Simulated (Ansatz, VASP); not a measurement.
BaS: VASP beside Ansatz

File INCAR:

```
SYSTEM = BaS
ALGO = Normal
EDIFF = 1E-6
ENCUT = 500
GGA = PE
GGA_COMPAT = .FALSE.
ISIF = 2
ISMEAR = -1
LASPH = .TRUE.
LCHARG = .FALSE.
LREAL = .FALSE.
LWAVE = .FALSE.
NBANDS = 15
NELM = 120
PREC = Accurate
SIGMA = 0.1
```

The input KPOINTS:

```
k-points
0
G
  3 3 3
  0 0 0
```

File POSCAR:

```
BaS
1.0
    0.0000000000      3.1937500000      3.1937500000
    3.1937500000      0.0000000000      3.1937500000
    3.1937500000      3.1937500000      0.0000000000
Ba S
1 1
Direct
    0.0195753717     -0.0374074318     -0.0200851948
    0.5091660906      0.5038880237      0.4809760198
```

Input for Ansatz:

```yaml
crystal:
  lattice:
    - [0.0, 3.19375, 3.19375]
    - [3.19375, 0.0, 3.19375]
    - [3.19375, 3.19375, 0.0]
  atoms:
    - { symbol: Ba, position: [0.019575371656088275, -0.037407431804427495, -0.020085194821684707] }
    - { symbol: S, position: [0.50916609061185, 0.503888023692002, 0.4809760197585407] }
basis:
  ecutwfc: 630.0
kpoints:
  mp_grid:
    grid: [3, 3, 3]
hamiltonian:
  xc: pbe
  pseudopotentials:
    kind: paw
scf:
  occupations:
    method: fermi_dirac
output:
  forces: true
```

Alike in both runs: task single point; functional PBE; k mesh 3 × 3 × 3; no spin polarisation.

|  | VASP | Ansatz |
| --- | --- | --- |
| version | VASP 6.6.1 | Ansatz 0.2.0 |
| potentials or method | VASP PAW PBE potentials, release 64 (Ba_sv, S), cutoff 500 eV | plane waves, PAW |
| occupations | fermi-dirac, width 0.1 eV | fermi-dirac |
| valence electrons in the cell | 16 | 16 |

Ansatz gave:

| Quantity | Value |
| --- | --- |
| rms of the force components (eV/Å) | 0.168 |

Task: What did VASP give for the same quantities?

Result: rms of the force components (eV/Å): 0.181.

Atom by atom the forces differ by 0.013 eV/Å (rms over components).

The k mesh is coarse, so the values compare programs but aren't converged. Spin-orbit coupling is off throughout.
